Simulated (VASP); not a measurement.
# GaAs (F-43m) in VASP: further runs

Runs on GaAs. Level: r2SCAN. Tasks: single point.

Everything below comes from runs of VASP 6.6.1. Logs are shortened: lines on timing, memory, paths and dates and some standing lists are left out, and cuts for length are marked.

## Step 1: The cell of the first run

The structure is cubic, space group F-43m (No. 216). The conventional cell has a = 5.517 Å, b = 5.517 Å, c = 5.517 Å, α = 90.00°, β = 90.00°, γ = 90.00°. Ga (site symmetry -43m) has 4 As at 2.39 Å within 3.2 Å. As (site symmetry -43m) has 4 Ga at 2.39 Å within 3.2 Å.

## Step 2: Single point, r2SCAN

Contents of POSCAR:

```
GaAs
1.0
    2.7584330743      2.7584330743      0.0000000000
   -2.7584330743      2.7584330743      0.0000000000
    0.0000000000      2.7584330743      2.7584330743
Ga As
1 1
Direct
    0.0000000000      0.0000000000      0.0000000000
    0.7500000000      0.2500000000      0.5000000000
```

Contents of INCAR.step1:

```
PREC     = Accurate       # precision mode
ENCUT    = 520            # plane-wave cutoff, eV
ISMEAR   = 0              # smearing method
SIGMA    = 0.01           # smearing width, eV
LREAL    = F              # projectors in reciprocal space
LASPH    = T              # aspherical terms in the spheres
NELM     = 60             # most SCF steps
NBANDS   = 16             # bands
GGA      = PE             # functional
ALGO     = Normal         # electronic algorithm
EDIFF    = 1E-4           # SCF threshold, eV
LWAVE    = T              # write WAVECAR
LCHARG   = F              # write CHGCAR
```

Contents of INCAR.step2:

```
PREC     = Accurate       # precision mode
ENCUT    = 520            # plane-wave cutoff, eV
EDIFF    = 1E-6           # SCF threshold, eV
ISMEAR   = 0              # smearing method
SIGMA    = 0.01           # smearing width, eV
LREAL    = F              # projectors in reciprocal space
LASPH    = T              # aspherical terms in the spheres
NELM     = 60             # most SCF steps
ALGO     = Normal         # electronic algorithm
ISIF     = 2              # what is computed and relaxed
LWAVE    = F              # write WAVECAR
LCHARG   = F              # write CHGCAR
METAGGA  = R2SCAN         # meta-GGA
LMIXTAU  = T            
NBANDS   = 16             # bands
ISTART   = 1
```

Contents of KPOINTS:

```
Automatic mesh
0
Gamma
  8 8 8
```

Potentials or basis: VASP PAW PBE potentials, release 64 (Ga_d, As).

Started as:

```
> cat potpaw_PBE.64/Ga_d/POTCAR potpaw_PBE.64/As/POTCAR > POTCAR
> cp INCAR.step1 INCAR
> mpirun -np 1 vasp_std > vasp.out
> cp INCAR.step2 INCAR
> mpirun -np 1 vasp_std > vasp.out
```

OUTCAR:

```text
PREC = Accurate
   ENCUT = 520
   EDIFF = 1E-6
   ISMEAR = 0
   LREAL = F
   LASPH = T
   NELM = 60
   ISIF = 2
   METAGGA = R2SCAN
   ISTART = 1

 ion  position               nearest neighbor table
   1  0.000  0.000  0.000-   2 2.39   2 2.39   2 2.39   2 2.39
   2  0.750  0.250  0.500-   1 2.39   1 2.39   1 2.39   1 2.39

  LATTYP: Found a face centered cubic cell.
 ALAT       =     5.5168661486

  Lattice vectors:

 A1 = (   0.0000000000,   2.7584330743,   2.7584330743)
 A2 = (   2.7584330743,   0.0000000000,   2.7584330743)
 A3 = (   2.7584330743,   2.7584330743,   0.0000000000)

Analysis of symmetry for initial positions (statically):
=====================================================================
 Subroutine PRICEL returns:
 Original cell was already a primitive cell.

 Routine SETGRP: Setting up the symmetry group for a
 face centered cubic supercell.

 Subroutine GETGRP returns: Found 24 space group operations
 (whereof 24 operations were pure point group operations)
 out of a pool of 48 trial point group operations.

The static configuration has the point symmetry T_d .

Analysis of symmetry for dynamics (positions and initial velocities):
=====================================================================
 Subroutine PRICEL returns:
 Original cell was already a primitive cell.

 Routine SETGRP: Setting up the symmetry group for a
 face centered cubic supercell.

 Subroutine GETGRP returns: Found 24 space group operations
 (whereof 24 operations were pure point group operations)
 out of a pool of 48 trial point group operations.

The dynamic configuration has the point symmetry T_d .

 Subroutine INISYM returns: Found 24 space group operations
 (whereof 24 operations are pure point group operations),
 and found     1 'primitive' translations

----------------------------------------------------------------------------------------

                                     Primitive cell

  volume of cell :      41.9776

  direct lattice vectors                    reciprocal lattice vectors
     2.758433074  2.758433074  0.000000000     0.181262328  0.181262328 -0.181262328
    -2.758433074  2.758433074  0.000000000    -0.181262328  0.181262328 -0.181262328
     0.000000000  2.758433074  2.758433074     0.000000000  0.000000000  0.362524656

  length of vectors
     3.901013465  3.901013465  3.901013465     0.313955561  0.313955561  0.362524656

[... 73 lines left out ...]
   ICHARG =      0    charge: 1-file 2-atom 10-const
   ISPIN  =      1    spin polarized calculation?
   LNONCOLLINEAR =      F non collinear calculations
   LSORBIT =      F    spin-orbit coupling
   LASPH  =      T    aspherical Exc in radial PAW
   ENCUT  =  520.0 eV  38.22 Ry    6.18 a.u.   7.25  7.25  7.25*2*pi/ulx,y,z
   NELM   =     60;   NELMIN=  2; NELMDL=  0     # of ELM steps
   EDIFF  = 0.1E-05   stopping-criterion for ELM
   LREAL  =      F    real-space projection
   EDIFFG = 0.1E-04   stopping-criterion for IOM
   NSW    =      0    number of steps for IOM
   IBRION =     -1    ionic relax: 0-MD 1-quasi-New 2-CG
   NFREE  =      0    steps in history (QN), initial steepest desc. (CG)
   ISIF   =      2    stress and relaxation
   ISYM   =      2    0-nonsym 1-usesym 2-fastsym
   POTIM  = 0.5000    time-step for ionic-motion
   TEBEG  =    0.0;   TEEND  =   0.0 temperature during run
   PSTRESS=    0.0 pullay stress
   NELECT =      18.0000    total number of electrons
   NUPDOWN=      -1.0000    fix difference up-down
   EMIN   =  10.00;   EMAX   =-10.00  energy-range for DOS
   EFERMI =   0.00;   METHOD = LEGACY
   ISMEAR =     0;   SIGMA  =   0.01  broadening in eV -4-tet -1-fermi 0-gaus
   EFERMI_NEDOS =   21; number of points for ismear=-14 and -15
   IALGO  =     38    algorithm
   IMIX   =      4    mixing-type and parameters
     AMIX     =   0.40;   BMIX     =  1.00
     AMIX_MAG =   1.60;   BMIX_MAG =  1.00
  volume/ion in A,a.u.               =      20.99       141.64
  Fermi-wavevector in a.u.,A,eV,Ry     =   1.234506  2.332878 20.735349  1.524005
  Thomas-Fermi vector in A             =   2.369193
   LORBIT       =      0    0 simple, 1 ext, 2 COOP (PROOUT), +10 PAW based schemes
   METAGGA = R2SCAN    functional components
   LHFCALC =     F    Hartree Fock is set to
   AEXX    =    0.0000 exact exchange contribution
   IVDW    =     0    specifies the selected vdW correction
   LEPSILON=     F    determine dielectric tensor
   LRPA    =     F    only Hartree local field effects (RPA)
 non-spin polarized calculation
 Gauss-broadening in eV      SIGMA  =   0.01
  energy-cutoff  :      520.00
  volume of cell :       41.98
 maximum number of plane-waves:      1158
 NGX is ok and might be reduce to    30
   NGX = 15   NGY = 15   NGZ = 15

 number of electron      18.0000006 magnetization

 Free energy of the ion-electron system (eV)
  ---------------------------------------------------
  ext. energy  EPLUGINS =         0.00000000
  ---------------------------------------------------
  free energy    TOTEN  =       -26.97968980 eV

  energy without entropy =      -26.97968980  energy(sigma->0) =      -26.97968980

 E-fermi :   4.4874     XC(G=0): -10.6136

 val. band max:        4.4045482278   @ k =   0.0000   0.0000   0.0000
 cond. band min:       5.9967997060   @ k =   0.5000   0.0000   0.0000
 fundamental gap:      1.5922514782
 Fermi energy:         4.4873950175

 k-point     1 :       0.0000    0.0000    0.0000
  band No.  band energies     occupation
      1     -10.9791      2.00000
      2     -10.9791      2.00000
      3     -10.9790      2.00000
      4     -10.8673      2.00000
      5     -10.8673      2.00000
      6      -9.3800      2.00000
[... 433 lines left out ...]
      3     -10.9344      2.00000
      4     -10.8738      2.00000
      5     -10.8628      2.00000
      6      -6.8760      2.00000
[... 8 lines left out ...]
     15      16.9671      0.00000
     16      17.7571      0.00000

 [... further k-points ...]
[... 5 lines left out ...]
  --------------------------------------------------------------------------------------
  -------------------------------------------------------------------------------------
  Total        1.8668384      1.8668384      1.8668384      0.0000000      0.0000000     -0.0000000
  in kB       71.2524747     71.2524747     71.2524747      0.0000000      0.0000000     -0.0000000
  external PRESSURE =      71.2524747 kB  Pullay stress =       0.0000000 kB

 VOLUME and BASIS-vectors are now :
 -----------------------------------------------------------------------------
  energy-cutoff  :      520.00
  volume of cell :       41.98
      direct lattice vectors                 reciprocal lattice vectors
     2.758433074  2.758433074  0.000000000     0.181262328  0.181262328 -0.181262328
    -2.758433074  2.758433074  0.000000000    -0.181262328  0.181262328 -0.181262328
     0.000000000  2.758433074  2.758433074     0.000000000  0.000000000  0.362524656

 POSITION                                       TOTAL-FORCE (eV/Angst)
 -----------------------------------------------------------------------------------
      0.00000      0.00000      0.00000         0.000000     -0.000000      0.000000
      1.37922      4.13765      1.37922        -0.000000      0.000000      0.000000
 -----------------------------------------------------------------------------------
    total drift:                               -0.000027     -0.000000     -0.000000

  FREE ENERGIE OF THE ION-ELECTRON SYSTEM (eV)
  ---------------------------------------------------
  free  energy   TOTEN  =       -26.9796898047 eV

  energy  without entropy=      -26.9796898047  energy(sigma->0) =      -26.97968980
```

Wall time 38 s (1 thread of Intel Xeon 6975P-C (Granite Rapids), shared host); peak memory 0.18 GiB.

Results:

* Free energy: -26.9797 eV
* Pressure: 7.1 GPa
* Band gap on the k mesh: 1.59 eV, indirect (least direct gap 1.60 eV)

Levels at points of the mesh, in eV from the valence-band top:
| k point | band 6 | band 7 | band 8 | band 9 | band 10 | band 11 | band 12 | band 13 |
| --- | --- | --- | --- | --- | --- | --- | --- | --- |
| (0.00, 0.00, 0.00) | -13.78 | 0.00 | 0.00 | 0.00 | 1.60 | 4.05 | 4.05 | 4.05 |
| (0.50, 0.00, 0.00) | -11.68 | -7.26 | -1.31 | -1.31 | 1.59 | 5.00 | 5.00 | 8.38 |
| (0.50, 0.50, 0.00) | -10.81 | -7.37 | -3.06 | -3.06 | 1.61 | 1.90 | 11.49 | 11.49 |

Caveat: the PAW data sets were made with another functional, which shifts forces and pressure a little.

## Step 3: Single point, r2SCAN

This run uses another cell than the first one, of 21.65 Å³/atom, 1.031 times its volume.

Contents of POSCAR:

```
GaAs
1.0
    2.7870834100      2.7870834100      0.0000000000
   -2.7870834100      2.7870834100      0.0000000000
    0.0000000000      2.7870834100      2.7870834100
Ga As
1 1
Direct
    0.0000000000      0.0000000000      0.0000000000
    0.7500000000      0.2500000000      0.5000000000
```

Contents of INCAR.step1:

```
SYSTEM = GaAs
PREC = Accurate
ENCUT = 520
ISMEAR = 0
SIGMA = 0.01
LREAL = .FALSE.
LASPH = .TRUE.
NELM = 60
NBANDS = 16
GGA = PE
ALGO = Normal
EDIFF = 1E-4
LWAVE = .TRUE.
LCHARG = .FALSE.
```

Contents of INCAR.step2:

```
SYSTEM = GaAs
PREC = Accurate
ENCUT = 520
EDIFF = 1E-6
ISMEAR = 0
SIGMA = 0.01
LREAL = .FALSE.
LASPH = .TRUE.
NELM = 60
ALGO = Normal
ISIF = 2
LWAVE = .FALSE.
LCHARG = .TRUE.
METAGGA = R2SCAN
LMIXTAU = .TRUE.
LELF = .TRUE.
LVHAR = .TRUE.
NBANDS = 16
ISTART = 1
```

Contents of KPOINTS:

```
Automatic mesh
0
G
  8 8 8
  0 0 0
```

Potentials or basis: VASP PAW PBE potentials, release 64 (Ga_d, As).

Started as:

```
> cat potpaw_PBE.64/Ga_d/POTCAR potpaw_PBE.64/As/POTCAR > POTCAR
> cp INCAR.step1 INCAR
> mpirun -np 1 vasp_std > vasp.out
> cp INCAR.step2 INCAR
> mpirun -np 1 vasp_std > vasp.out
```

Wall time 39 s (1 thread of Intel Xeon 6975P-C (Granite Rapids), shared host); peak memory 0.18 GiB.

It converged, with:

```yaml
Free_energy: -27.0257 eV
Pressure: 4.1 GPa
Band_gap_on_the_k_mesh: 1.34 eV, direct
```

Levels at points of the mesh, in eV from the valence-band top:
| k point | band 5 | band 6 | band 7 | band 8 | band 9 | band 10 | band 11 | band 12 | band 13 | band 14 |
| --- | --- | --- | --- | --- | --- | --- | --- | --- | --- | --- |
| (0.00, 0.00, 0.00) | -15.21 | -13.54 | 0.00 | 0.00 | 0.00 | 1.34 | 4.05 | 4.05 | 4.05 | 8.41 |
| (0.50, 0.00, 0.00) | -15.21 | -11.54 | -7.07 | -1.25 | -1.25 | 1.49 | 5.00 | 5.00 | 8.35 | 11.49 |
| (0.50, 0.50, 0.00) | -15.20 | -10.71 | -7.21 | -2.94 | -2.94 | 1.68 | 1.93 | 11.22 | 11.22 | 12.18 |

Caveat: the PAW data sets were made with another functional, which shifts forces and pressure a little. r2SCAN opens gaps a little over a GGA but as a rule still falls short of measured ones.

## Step 4: Single point, r2SCAN

This run uses another cell than the first one, of 22.16 Å³/atom, 1.056 times its volume.

Contents of POSCAR:

```
GaAs
1.0
    2.8087682741      2.8087682741      0.0000000000
   -2.8087682741      2.8087682741      0.0000000000
    0.0000000000      2.8087682741      2.8087682741
Ga As
1 1
Direct
    0.0000000000      0.0000000000      0.0000000000
    0.7500000000      0.2500000000      0.5000000000
```

Contents of INCAR.step1:

```
SYSTEM = GaAs
  PREC = Accurate
  ENCUT = 520
  ISMEAR = 0
  SIGMA = 0.01
  LREAL = .FALSE.
  LASPH = .TRUE.
  NELM = 100
  NBANDS = 16
  GGA = PE
  ALGO = Normal
  EDIFF = 1E-4
  LWAVE = .TRUE.
  LCHARG = .FALSE.
```

Contents of INCAR.step2:

```
SYSTEM = GaAs
  PREC = Accurate
  ENCUT = 520
  EDIFF = 1E-7
  ISMEAR = 0
  SIGMA = 0.01
  LREAL = .FALSE.
  LASPH = .TRUE.
  NELM = 100
  ALGO = Normal
  ISIF = 2
  LWAVE = .FALSE.
  LCHARG = .FALSE.
  METAGGA = R2SCAN
  LMIXTAU = .TRUE.
  NBANDS = 16
  ISTART = 1
```

KPOINTS is that of step 3.

Started as:

```
> cat potpaw_PBE.64/Ga_d/POTCAR potpaw_PBE.64/As/POTCAR > POTCAR
> cp INCAR.step1 INCAR
> mpirun -np 1 vasp_std > vasp.out
> cp INCAR.step2 INCAR
> mpirun -np 1 vasp_std > vasp.out
```

It took 42 s on 1 thread of Intel Xeon 6975P-C (Granite Rapids), shared host; peak memory 0.18 GiB.

Results (log left out):

```yaml
Free_energy: -27.0454 eV
Pressure: 2.1 GPa
Band_gap_on_the_k_mesh: 1.15 eV, direct
```

Levels at points of the mesh, in eV from the valence-band top:
```csv
k point,band 7,band 8,band 9,band 10,band 11,band 12
"(0.00, 0.00, 0.00)",0.00,0.00,0.00,1.15,4.04,4.04
"(0.50, 0.00, 0.00)",-6.93,-1.22,-1.22,1.42,4.99,4.99
"(0.50, 0.50, 0.00)",-7.09,-2.85,-2.85,1.72,1.94,11.02
```

Caveat: the PAW data sets were made with another functional, which shifts forces and pressure a little. r2SCAN opens gaps a little over a GGA but as a rule still falls short of measured ones.

## Step 5: Single point, r2SCAN

This run uses another cell than the first one, of 23.42 Å³/atom, 1.116 times its volume.

Contents of POSCAR:

```
GaAs
1.0
    2.8608912163      2.8608912163      0.0000000000
   -2.8608912163      2.8608912163      0.0000000000
    0.0000000000      2.8608912163      2.8608912163
Ga As
1 1
Direct
    0.0000000000      0.0000000000      0.0000000000
    0.7500000000      0.2500000000      0.5000000000
```

Contents of INCAR.step1:

```
SYSTEM = GaAs
ALGO = Normal ; EDIFF = 1E-4
ENCUT = 520 ; GGA = PE
ISMEAR = 0 ; LASPH = .TRUE.
LCHARG = .FALSE. ; LREAL = .FALSE.
LWAVE = .TRUE. ; NBANDS = 16
NELM = 100 ; PREC = Accurate
SIGMA = 0.01
```

Contents of INCAR.step2:

```
SYSTEM = GaAs
ALGO = Normal ; EDIFF = 1E-6
ENCUT = 520 ; ISIF = 2
ISMEAR = 0 ; ISTART = 1
LASPH = .TRUE. ; LCHARG = .FALSE.
LMIXTAU = .TRUE. ; LREAL = .FALSE.
LWAVE = .FALSE. ; METAGGA = R2SCAN
NBANDS = 16 ; NELM = 100
PREC = Accurate ; SIGMA = 0.01
```

Contents of KPOINTS:

```
k-points
0
G
  8 8 8
  0 0 0
```

Started as:

```
> cat potpaw_PBE.64/Ga_d/POTCAR potpaw_PBE.64/As/POTCAR > POTCAR
> cp INCAR.step1 INCAR
> mpirun -np 1 vasp_std > vasp.out
> cp INCAR.step2 INCAR
> mpirun -np 1 vasp_std > vasp.out
```

Wall time 35 s (1 thread of Intel Xeon 6975P-C (Granite Rapids), shared host); peak memory 0.18 GiB.

Results (log left out):

```
Free energy            : -27.0454 eV
Pressure               : -1.9 GPa
Band gap on the k mesh : 0.71 eV, direct
```

Levels at points of the mesh, in eV from the valence-band top:
```
           k point  band 5  band 6  band 7  band 8  band 9  band 10  band 11  band 12  band 13  band 14
(0.00, 0.00, 0.00)  -15.10  -12.95    0.00    0.00    0.00     0.71     4.03     4.03     4.03     8.12
(0.50, 0.00, 0.00)  -15.09  -11.21   -6.62   -1.13   -1.13     1.25     4.97     4.97     8.24    10.86
(0.50, 0.50, 0.00)  -15.09  -10.48   -6.82   -2.65   -2.65     1.82     1.96    10.57    10.57    11.41
```

Caveat: the PAW data sets were made with another functional, which shifts forces and pressure a little. r2SCAN opens gaps a little over a GGA but as a rule still falls short of measured ones.

## Step 6: Summary

| cell | gap on the mesh (eV) | pressure (GPa) |
| --- | --- | --- |
| a = 3.901 Å, angles 60.0, 60.0, 90.0°, 2 atoms | 1.59 | 7.1 |
| a = 3.942 Å, angles 60.0, 60.0, 90.0°, 2 atoms | 1.34 | 4.1 |
| a = 3.972 Å, angles 60.0, 60.0, 90.0°, 2 atoms | 1.15 | 2.1 |
| a = 4.046 Å, angles 60.0, 60.0, 90.0°, 2 atoms | 0.71 | -1.9 |

Alike in all rows: task single point; level r2SCAN; potentials or basis VASP PAW PBE potentials, release 64 (Ga_d, As); no spin polarisation; k mesh 8 × 8 × 8; cutoff (eV) 520; smearing gaussian 0.01 eV.

Caveats: the PAW data sets were made with another functional, which shifts forces and pressure a little.

Absolute energies hang on the potentials; compare differences alone.
